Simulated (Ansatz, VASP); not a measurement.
**One calculation of TaSi3, two programs**

```
Ta Si
1.0
    -1.85883    1.85883    4.13645
     1.85883   -1.85883    4.13645
     1.85883    1.85883   -4.13645
Ta Si
1 3
Cartesian
  0.0000 0.0000 4.1364
  0.0000 0.0000 0.0000
  0.0000 1.8588 2.0682
  1.8588 0.0000 2.0682
```

Alike in both runs: functional PBEsol; k mesh 16 × 16 × 16; occupations gaussian, width 0.1 eV; no spin polarisation.

Ansatz relaxed the structure, and its values are those at the end. VASP's run is a single point on that final structure, the one shown.

|  | VASP | Ansatz |
| --- | --- | --- |
| version | VASP 6.6.1 | Ansatz 0.2.0 |
| potentials or method | VASP PAW PBE potentials, release 64 (Ta_pv, Si), cutoff 520 eV | scalar-relativistic, plane waves, PAW |
| valence electrons in the cell | 23 | 25 |

Ansatz gave:

* gap on the k mesh at the Fermi level (eV): none
* pressure (GPa): 0.0

Problem. What did VASP give for the same quantities?

Solution. gap on the k mesh at the Fermi level (eV): none; pressure (GPa): 0.2.

VASP's potentials were made for PBE, not for PBEsol. A gap of «none» marks a metal or a gap that the smearing closes. VASP's potentials hold 23 valence electrons a cell and Ansatz's 25, so a difference there can come from the potentials and not from the codes.

Spin-orbit coupling is off throughout.
